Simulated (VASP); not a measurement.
Set up this calculation in VASP 6.6.1, as the native input.

```
Task                   : relaxation of cell and atoms
Functional             : PBEsol
Potentials or basis    : VASP PAW PBE potentials, release 64 (Cd_sv_GW, S)
Cutoff                 : 630 eV
k mesh                 : 6 × 6 × 6
Occupations            : fermi-dirac, width 0.01 eV
Spin                   : no spin polarisation
Dipole correction      : no
Further INCAR settings : ALGO = Normal; EDIFF = 1e-07; IBRION = 2; EDIFFG = -0.01; NSW = 80; ISIF = 3
```

The structure of CdS lies in POSCAR:

```
CdS
1.0
    0.0000000000      2.7532400000      2.7532400000
    2.7532400000      0.0000000000      2.7532400000
    2.7532400000      2.7532400000      0.0000000000
Cd S
1 1
Direct
    0.0000000000      0.0000000000      0.0000000000
    0.5000000000      0.5000000000      0.5000000000
```

These files were run (other wordings do the same):

INCAR

```
PREC = Accurate
ENCUT = 630
EDIFF = 1E-7
ISMEAR = -1
SIGMA = 0.01
LREAL = F
LASPH = T
NELM = 120
ALGO = Normal
ISIF = 3
LWAVE = F
LCHARG = F
GGA = PS
IBRION = 2
NSW = 80
EDIFFG = -0.01
GGA_COMPAT = F
NELMIN = 4
```

KPOINTS

```
Automatic mesh
0
Gamma
  6 6 6
```

Potentials or basis: VASP PAW PBE potentials, release 64 (Cd_sv_GW, S).

Command:

```bash
$ cat potpaw_PBE.64/Cd_sv_GW/POTCAR potpaw_PBE.64/S/POTCAR > POTCAR
$ mpirun -np 1 vasp_std > vasp.out
```

Results of the run:

```json
{"Relaxed volume": "19.66 Å³/atom", "Relaxed cell": "a = 3.817 Å, b = 3.817 Å, c = 3.817 Å, α = 60.00°, β = 60.00°, γ = 60.00°", "Space group after relaxing (to 0.1 Å)": "Fm-3m (No. 225)", "Energy gained by relaxing": "17.7 meV/atom", "Ionic steps": "3", "Pressure after relaxing": "0.0 GPa", "Band gap on the k mesh": "0.12 eV (least direct gap 1.84 eV)"}
```

Caveat: semilocal functionals underestimate gaps, and a narrow one can read as zero; the PAW data sets were made with another functional, which shifts forces and pressure a little.

It took 95 s on 1 thread of AMD EPYC 7R43 64-Core Processor (Zen 3), on a shared host, peak memory 0.16 GiB.
